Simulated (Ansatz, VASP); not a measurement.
## One calculation of Zn12H, two programs

```
Zn H
1.0
     5.32000    0.00000    0.00000
    -3.99000    6.91088    0.00000
     0.00000    0.00000    4.93696
Zn H
12 1
Cartesian
  -0.0249 0.0208 -0.1220
  -0.0250 1.5278 2.5856
  -1.3120 2.3575 0.1232
  -1.3257 3.8266 2.5747
  -2.6364 4.6331 0.1000
  -2.6823 6.0472 2.5969
  2.6692 0.0455 -0.1115
  2.7040 1.5423 2.4942
  1.3598 2.4074 -0.2099
  1.2978 3.8136 2.3074
  -0.0038 4.6291 -0.0362
  -0.0168 6.0969 2.4240
  1.2706 0.6116 1.3995
```

Alike in both runs: functional PBE; k mesh 2 × 2 × 2; occupations fermi-dirac, width 0.15 eV; no spin polarisation.

Ansatz relaxed the structure, and its values are those at the end. VASP's run is a single point on that final structure, the one shown.

|  | VASP | Ansatz |
| --- | --- | --- |
| version | VASP 6.6.1 | Ansatz 0.2.0 |
| potentials or method | VASP PAW PBE potentials, release 64 (Zn, H), cutoff 520 eV | scalar-relativistic, plane waves, PAW |
| valence electrons in the cell | 145 | 145 |

|  | VASP | Ansatz | Ansatz less VASP |
| --- | --- | --- | --- |
| rms of the force components (eV/Å) | 0.021 | 0.021 | +0.0001 |

The k mesh is coarse, so the values compare programs but aren't converged.
